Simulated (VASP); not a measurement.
**WS2: single point with PBEsol**

The system is WS2.

```
CELL_PARAMETERS angstrom
3.08831 0.00000 0.00000
-1.54416 2.67456 0.00000
0.00000 0.00000 11.50391
ATOMIC_POSITIONS crystal
W 0.33333 0.66667 0.25000
W 0.66667 0.33333 0.75000
S 0.33333 0.66667 0.61306
S 0.66667 0.33333 0.11306
S 0.33333 0.66667 0.88694
S 0.66667 0.33333 0.38694
```

```yaml
Program: VASP 6.6.1
Task: single point
Functional: PBEsol
Potentials_or_basis: VASP PAW PBE potentials, release 64 (W_sv, S)
Cutoff: 520 eV
k_mesh: 12 × 12 × 4
Occupations: gaussian, width 0.02 eV
Spin: no spin polarisation
```

- Pressure: 8.2 GPa
- Largest force: 0.017 eV/Å
- Band gap on the k mesh: 0.51 eV (least direct gap 1.92 eV)

Forces in eV/Å, atoms in the order of the input:
```
W    0.000  0.000  0.000
W    0.000  0.000  0.000
S    0.000  0.000 -0.017
S    0.000  0.000 -0.017
S    0.000  0.000  0.017
S    0.000  0.000  0.017
```

Stress tensor (GPa, compression positive):
```
8.16 0.00 0.00
0.00 8.16 0.00
0.00 0.00 8.25
```

Levels at points of the mesh, in eV from the valence-band top:
```tsv
k point	band 22	band 23	band 24	band 25	band 26	band 27	band 28	band 29	band 30	band 31
(0.00, 0.00, 0.00)	-2.30	-2.30	-1.79	-1.12	0.00	2.11	2.11	2.20	2.20	2.22
(0.50, 0.00, 0.00)	-3.04	-2.27	-2.18	-1.81	-1.76	2.34	2.35	2.44	2.90	3.01
(0.00, 0.00, 0.50)	-2.37	-2.37	-2.37	-0.29	-0.29	2.15	2.15	2.15	2.15	2.39
(0.50, 0.00, 0.50)	-3.36	-2.01	-2.01	-1.95	-1.95	2.38	2.38	2.74	2.74	3.30
```

Run time: 82 s on 1 thread of Intel(R) Xeon(R) 6975P-C (Granite Rapids) (shared host), peak memory 0.3 GiB.

Caveat: the cell stands under pressure; the PAW data sets were made with another functional, which shifts forces and pressure a little; spin-orbit coupling is left out, which moves the levels of the heavy elements. A k mesh can miss the band edges.
